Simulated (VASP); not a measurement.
# MgO (Fm-3m) in VASP: further runs

The runs below take MgO through single point, with PBE.

Everything below comes from runs of VASP 6.6.1. Logs are shortened: lines on timing, memory, paths and dates and some standing lists are left out, and cuts for length are marked.

### Step 1. The cell of the first run

Symmetry: Fm-3m, No. 225, cubic system. The conventional cell has a = 4.204 Å, b = 4.204 Å, c = 4.204 Å, α = 90.00°, β = 90.00°, γ = 90.00°. Within 2.8 Å of Mg (site symmetry m-3m) lie 6 O at 2.10 Å. Within 2.8 Å of O (site symmetry m-3m) lie 6 Mg at 2.10 Å.

### Step 2. Single point, PBE

File INCAR:

```
PREC = Accurate
ENCUT = 520
EDIFF = 1E-6
ISMEAR = -1
SIGMA = 0.02
LREAL = False
LASPH = True
NELM = 60
ALGO = Normal
ISIF = 2
LWAVE = False
LCHARG = True
GGA = PE
LELF = True
LVHAR = True
NBANDS = 11
```

File KPOINTS:

```
regular mesh
0
Gamma
  10 10 10
```

File POSCAR:

```
MgO
1.0
    0.0000000000      2.1021674167      2.1021674167
    2.1021674167      0.0000000000      2.1021674167
    2.1021674167      2.1021674167      0.0000000000
Mg O
1 1
Direct
    0.0000000000      0.0000000000      0.0000000000
    0.5000000000      0.5000000000      0.5000000000
```

Potentials or basis: VASP PAW PBE potentials, release 64 (Mg, O).

Command:

```
$ cat potpaw_PBE.64/Mg/POTCAR potpaw_PBE.64/O/POTCAR > POTCAR
$ mpirun -np 1 vasp_std > vasp.out
```

OUTCAR:

```text
PREC = Accurate
   ENCUT = 520
   EDIFF = 1E-6
   ISMEAR = -1
   LREAL = False
   LASPH = True
   NELM = 60
   ISIF = 2
   GGA = PE

 ion  position               nearest neighbor table
   1  0.000  0.000  0.000-   2 2.10   2 2.10   2 2.10   2 2.10   2 2.10   2 2.10
   2  0.500  0.500  0.500-   1 2.10   1 2.10   1 2.10   1 2.10   1 2.10   1 2.10

  LATTYP: Found a face centered cubic cell.
 ALAT       =     4.2043348334

  Lattice vectors:

 A1 = (   0.0000000000,   2.1021674167,   2.1021674167)
 A2 = (   2.1021674167,   0.0000000000,   2.1021674167)
 A3 = (   2.1021674167,   2.1021674167,   0.0000000000)

Analysis of symmetry for initial positions (statically):
=====================================================================
 Subroutine PRICEL returns:
 Original cell was already a primitive cell.

 Routine SETGRP: Setting up the symmetry group for a
 face centered cubic supercell.

 Subroutine GETGRP returns: Found 48 space group operations
 (whereof 48 operations were pure point group operations)
 out of a pool of 48 trial point group operations.

The static configuration has the point symmetry O_h .

Analysis of symmetry for dynamics (positions and initial velocities):
=====================================================================
 Subroutine PRICEL returns:
 Original cell was already a primitive cell.

 Routine SETGRP: Setting up the symmetry group for a
 face centered cubic supercell.

 Subroutine GETGRP returns: Found 48 space group operations
 (whereof 48 operations were pure point group operations)
 out of a pool of 48 trial point group operations.

The dynamic configuration has the point symmetry O_h .

 Subroutine INISYM returns: Found 48 space group operations
 (whereof 48 operations are pure point group operations),
 and found     1 'primitive' translations

----------------------------------------------------------------------------------------

                                     Primitive cell

  volume of cell :      18.5794

  direct lattice vectors                    reciprocal lattice vectors
     0.000000000  2.102167417  2.102167417    -0.237849753  0.237849753  0.237849753
     2.102167417  0.000000000  2.102167417     0.237849753 -0.237849753  0.237849753
     2.102167417  2.102167417  0.000000000     0.237849753  0.237849753 -0.237849753

  length of vectors
     2.972913671  2.972913671  2.972913671     0.411967856  0.411967856  0.411967856

  position of ions in fractional coordinates (direct lattice)
     0.000000000  0.000000000  0.000000000
     0.500000000  0.500000000  0.500000000

  ion indices of the primitive-cell ions
   primitive index   ion index
                 1           1
                 2           2

----------------------------------------------------------------------------------------

 KPOINTS: regular mesh

Automatic generation of k-mesh.
 Grid dimensions read from file:
 generate k-points for:   10   10   10

 Generating k-lattice:

  Cartesian coordinates                     Fractional coordinates (reciprocal lattice)
    -0.023784975  0.023784975  0.023784975     0.100000000  0.000000000  0.000000000
     0.023784975 -0.023784975  0.023784975     0.000000000  0.100000000  0.000000000
     0.023784975  0.023784975 -0.023784975     0.000000000  0.000000000  0.100000000

  Length of vectors
     0.041196786  0.041196786  0.041196786

  Shift w.r.t. Gamma in fractional coordinates (k-lattice)
     0.000000000  0.000000000  0.000000000

 Subroutine IBZKPT returns following result:
 ===========================================

 Found     47 irreducible k-points:

 Following reciprocal coordinates:
            Coordinates               Weight
  0.000000  0.000000  0.000000      1.000000
  0.100000  0.000000  0.000000      8.000000
  0.200000  0.000000  0.000000      8.000000
  0.300000  0.000000  0.000000      8.000000
  0.400000  0.000000  0.000000      8.000000
  0.500000  0.000000  0.000000      4.000000
[... 16 lines left out ...]
  0.300000  0.300000  0.000000      6.000000
  0.400000  0.300000  0.000000     24.000000
 [... further k-points ...]
   k-points           NKPTS =     47   k-points in BZ     NKDIM =     47   number of bands    NBANDS=     11
   number of dos      NEDOS =    301   number of ions     NIONS =      2
   total plane-waves  NPLWV =  13824
   dimension x,y,z NGX =    24 NGY =   24 NGZ =   24
   dimension x,y,z NGXF=    48 NGYF=   48 NGZF=   48
   ions per type =               1   1
   NGX,Y,Z   is equivalent  to a cutoff of  13.42, 13.42, 13.42 a.u.
   NGXF,Y,Z  is equivalent  to a cutoff of  26.84, 26.84, 26.84 a.u.
 SYSTEM =  unknown system
   PREC   = accura    normal or accurate (medium, high low for compatibility)
   ISTART =      0    job   : 0-new  1-cont  2-samecut
   ICHARG =      2    charge: 1-file 2-atom 10-const
   ISPIN  =      1    spin polarized calculation?
   LNONCOLLINEAR =      F non collinear calculations
   LSORBIT =      F    spin-orbit coupling
   LASPH  =      T    aspherical Exc in radial PAW
   ENCUT  =  520.0 eV  38.22 Ry    6.18 a.u.   5.53  5.53  5.53*2*pi/ulx,y,z
   NELM   =     60;   NELMIN=  2; NELMDL= -5     # of ELM steps
   EDIFF  = 0.1E-05   stopping-criterion for ELM
   LREAL  =      F    real-space projection
   EDIFFG = 0.1E-04   stopping-criterion for IOM
   NSW    =      0    number of steps for IOM
   IBRION =     -1    ionic relax: 0-MD 1-quasi-New 2-CG
   NFREE  =      0    steps in history (QN), initial steepest desc. (CG)
   ISIF   =      2    stress and relaxation
   ISYM   =      2    0-nonsym 1-usesym 2-fastsym
   POTIM  = 0.5000    time-step for ionic-motion
   TEBEG  =    0.0;   TEEND  =   0.0 temperature during run
   PSTRESS=    0.0 pullay stress
   NELECT =       8.0000    total number of electrons
   NUPDOWN=      -1.0000    fix difference up-down
   EMIN   =  10.00;   EMAX   =-10.00  energy-range for DOS
   EFERMI =   0.00;   METHOD = LEGACY
   ISMEAR =    -1;   SIGMA  =   0.02  broadening in eV -4-tet -1-fermi 0-gaus
   EFERMI_NEDOS =   21; number of points for ismear=-14 and -15
   IALGO  =     38    algorithm
   IMIX   =      4    mixing-type and parameters
     AMIX     =   0.40;   BMIX     =  1.00
     AMIX_MAG =   1.60;   BMIX_MAG =  1.00
  volume/ion in A,a.u.               =       9.29        62.69
  Fermi-wavevector in a.u.,A,eV,Ry     =   1.236216  2.336109 20.792816  1.528229
  Thomas-Fermi vector in A             =   2.370833
   LORBIT       =      0    0 simple, 1 ext, 2 COOP (PROOUT), +10 PAW based schemes
   GGA     = PE    functional components
   LHFCALC =     F    Hartree Fock is set to
   AEXX    =    0.0000 exact exchange contribution
   IVDW    =     0    specifies the selected vdW correction
   LEPSILON=     F    determine dielectric tensor
   LRPA    =     F    only Hartree local field effects (RPA)
 non-spin polarized calculation
  energy-cutoff  :      520.00
  volume of cell :       18.58
 maximum number of plane-waves:       531
 NGX is ok and might be reduce to    24
   NGX = 11   NGY = 11   NGZ = 11

 number of electron       8.0000004 magnetization

 Free energy of the ion-electron system (eV)
  ---------------------------------------------------
  ext. energy  EPLUGINS =         0.00000000
  ---------------------------------------------------
  free energy    TOTEN  =       -11.90258787 eV

  energy without entropy =      -11.90258787  energy(sigma->0) =      -11.90258787

 E-fermi :   3.6590     XC(G=0): -11.1048

 val. band max:        3.2285377233   @ k =   0.0000   0.0000   0.0000
 cond. band min:       8.0087110639   @ k =   0.0000   0.0000   0.0000
 fundamental gap:      4.7801733406
 Fermi energy:         3.6590031164

 k-point     1 :       0.0000    0.0000    0.0000
  band No.  band energies     occupation
      1     -14.0633      2.00000
      2       3.2285      2.00000
      3       3.2285      2.00000
      4       3.2285      2.00000
      5       8.0087      0.00000
      6      19.0594      0.00000
      7      19.0594      0.00000
      8      19.0594      0.00000
      9      22.9906      0.00000
     10      24.7714      0.00000
     11      24.7714      0.00000

 k-point     2 :       0.1000    0.0000    0.0000
  band No.  band energies     occupation
      1     -13.9565      2.00000
      2       2.5757      2.00000
      3       3.1603      2.00000
      4       3.1603      2.00000
      5       8.6369      0.00000
      6      17.8085      0.00000
      7      19.3015      0.00000
      8      19.3015      0.00000
      9      24.0515      0.00000
     10      24.0515      0.00000
     11      24.6580      0.00000

 k-point     3 :       0.2000    0.0000    0.0000
  band No.  band energies     occupation
      1     -13.6629      2.00000
      2       1.2494      2.00000
      3       2.9876      2.00000
      4       2.9876      2.00000
      5       9.8327      0.00000
      6      16.2978      0.00000
      7      19.7926      0.00000
      8      19.7926      0.00000
      9      23.3618      0.00000
     10      23.3618      0.00000
     11      25.5824      0.00000

 k-point     4 :       0.3000    0.0000    0.0000
  band No.  band energies     occupation
      1     -13.2665      2.00000
      2      -0.0797      2.00000
      3       2.7845      2.00000
      4       2.7845      2.00000
      5      10.7641      0.00000
      6      15.6214      0.00000
      7      19.9182      0.00000
      8      19.9182      0.00000
      9      23.8063      0.00000
     10      23.8063      0.00000
     11      24.9681      0.00000

 k-point     5 :       0.4000    0.0000    0.0000
  band No.  band energies     occupation
      1     -12.9109      2.00000
      2      -1.0520      2.00000
      3       2.6277      2.00000
      4       2.6277      2.00000
      5      11.1134      0.00000
      6      15.7249      0.00000
      7      19.7078      0.00000
      8      19.7078      0.00000
      9      24.4061      0.00000
     10      25.0658      0.00000
     11      25.0658      0.00000
[... 211 lines left out ...]
 k-point    21 :      -0.3000    0.2000    0.0000
  band No.  band energies     occupation
      1     -12.8321      2.00000
      2      -0.4589      2.00000
      3       1.4113      2.00000
      4       2.5699      2.00000
      5      12.5451      0.00000
      6      15.2011      0.00000
      7      17.4823      0.00000
      8      20.6276      0.00000
      9      23.5533      0.00000
     10      24.3838      0.00000
     11      28.3991      0.00000

 k-point    22 :      -0.2000    0.2000    0.0000
  band No.  band energies     occupation
      1     -13.1488      2.00000
      2       0.1186      2.00000
      3       1.8842      2.00000
      4       2.7806      2.00000
      5      11.7277      0.00000
      6      15.1651      0.00000
      7      18.4022      0.00000
      8      21.0895      0.00000
      9      21.7471      0.00000
     10      24.6587      0.00000
     11      28.1632      0.00000

 k-point    23 :       0.3000    0.3000    0.0000
  band No.  band energies     occupation
      1     -13.0625      2.00000
      2       0.0630      2.00000
      3       2.2860      2.00000
      4       2.2860      2.00000
      5      12.1395      0.00000
      6      13.6734      0.00000
      7      17.7196      0.00000
      8      21.2330      0.00000
      9      21.2330      0.00000
     10      27.4354      0.00000
     11      30.7238      0.00000

 k-point    24 :       0.4000    0.3000    0.0000
  band No.  band energies     occupation
      1     -12.8125      2.00000
      2      -0.3645      2.00000
      3       1.9178      2.00000
      4       2.1378      2.00000
      5      12.8537      0.00000
      6      13.4285      0.00000
      7      16.8899      0.00000
      8      21.4804      0.00000
      9      21.6879      0.00000
     10      28.1843      0.00000
     11      30.3191      0.00000

 [... further k-points ...]
[... 5 lines left out ...]
  --------------------------------------------------------------------------------------
  -------------------------------------------------------------------------------------
  Total        0.5667325      0.5667325      0.5667325      0.0000000     -0.0000000      0.0000000
  in kB       48.8716314     48.8716314     48.8716314      0.0000000     -0.0000000      0.0000000
  external PRESSURE =      48.8716314 kB  Pullay stress =       0.0000000 kB

 VOLUME and BASIS-vectors are now :
 -----------------------------------------------------------------------------
  energy-cutoff  :      520.00
  volume of cell :       18.58
      direct lattice vectors                 reciprocal lattice vectors
     0.000000000  2.102167417  2.102167417    -0.237849753  0.237849753  0.237849753
     2.102167417  0.000000000  2.102167417     0.237849753 -0.237849753  0.237849753
     2.102167417  2.102167417  0.000000000     0.237849753  0.237849753 -0.237849753

 POSITION                                       TOTAL-FORCE (eV/Angst)
 -----------------------------------------------------------------------------------
      0.00000      0.00000      0.00000         0.000000      0.000000      0.000000
      2.10217      2.10217      2.10217        -0.000000     -0.000000     -0.000000
 -----------------------------------------------------------------------------------
    total drift:                               -0.000000     -0.000000      0.000000

  FREE ENERGIE OF THE ION-ELECTRON SYSTEM (eV)
  ---------------------------------------------------
  free  energy   TOTEN  =       -11.9025878740 eV

  energy  without entropy=      -11.9025878740  energy(sigma->0) =      -11.90258787
```

Wall time 12 s (1 thread of AMD EPYC 7R43 (Zen 3), shared host); peak memory 0.11 GiB.

Results:

* Free energy: -11.9026 eV
* Pressure: 4.9 GPa
* Band gap on the k mesh: 4.78 eV, direct

Levels at points of the mesh, in eV from the valence-band top:
| k point | band 2 | band 3 | band 4 | band 5 | band 6 | band 7 |
| --- | --- | --- | --- | --- | --- | --- |
| (0.00, 0.00, 0.00) | 0.00 | 0.00 | 0.00 | 4.78 | 15.83 | 15.83 |
| (0.50, 0.00, 0.00) | -4.64 | -0.66 | -0.66 | 7.93 | 12.67 | 16.37 |
| (0.50, 0.50, 0.00) | -4.11 | -1.36 | -1.36 | 9.13 | 10.03 | 13.16 |

### Step 3. Single point, PBE (strain +2.5%)

File INCAR:

```
ALGO = Normal
EDIFF = 1E-6
ENCUT = 520
GGA = PE
ISIF = 2
ISMEAR = -1
LASPH = T
LCHARG = F
LREAL = F
LWAVE = F
NBANDS = 11
NELM = 100
PREC = Accurate
SIGMA = 0.02
```

File KPOINTS:

```
k-points
0
Gamma
  10 10 10
```

File POSCAR:

```
MgO
1.0
    0.0000000000      2.1547216021      2.1547216021
    2.1547216021      0.0000000000      2.1547216021
    2.1547216021      2.1547216021      0.0000000000
Mg O
1 1
Direct
    0.0000000000      0.0000000000      0.0000000000
    0.5000000000      0.5000000000      0.5000000000
```

Potentials or basis: VASP PAW PBE potentials, release 64 (Mg, O).

Command:

```
$ cat potpaw_PBE.64/Mg/POTCAR potpaw_PBE.64/O/POTCAR > POTCAR
$ mpirun -np 1 vasp_std > vasp.out
```

Run time: 11 s. Hardware: 1 thread of AMD EPYC 7R43 (Zen 3), shared host; peak memory 0.1 GiB.

The run converged. Its results:

```
Free energy            : -11.8959 eV
Pressure               : -6.1 GPa
Band gap on the k mesh : 4.09 eV, direct
```

Levels at points of the mesh, in eV from the valence-band top:
| k point | band 1 | band 2 | band 3 | band 4 | band 5 | band 6 | band 7 | band 8 | band 9 |
| --- | --- | --- | --- | --- | --- | --- | --- | --- | --- |
| (0.00, 0.00, 0.00) | -16.93 | 0.00 | 0.00 | 0.00 | 4.09 | 15.41 | 15.41 | 15.41 | 19.15 |
| (0.50, 0.00, 0.00) | -15.81 | -4.33 | -0.58 | -0.58 | 7.47 | 11.84 | 15.61 | 15.61 | 19.88 |
| (0.50, 0.50, 0.00) | -15.57 | -3.81 | -1.26 | -1.26 | 9.03 | 9.24 | 12.39 | 17.95 | 17.95 |

Caveat: the cell differs from its parent crystal (strain +2.5%).
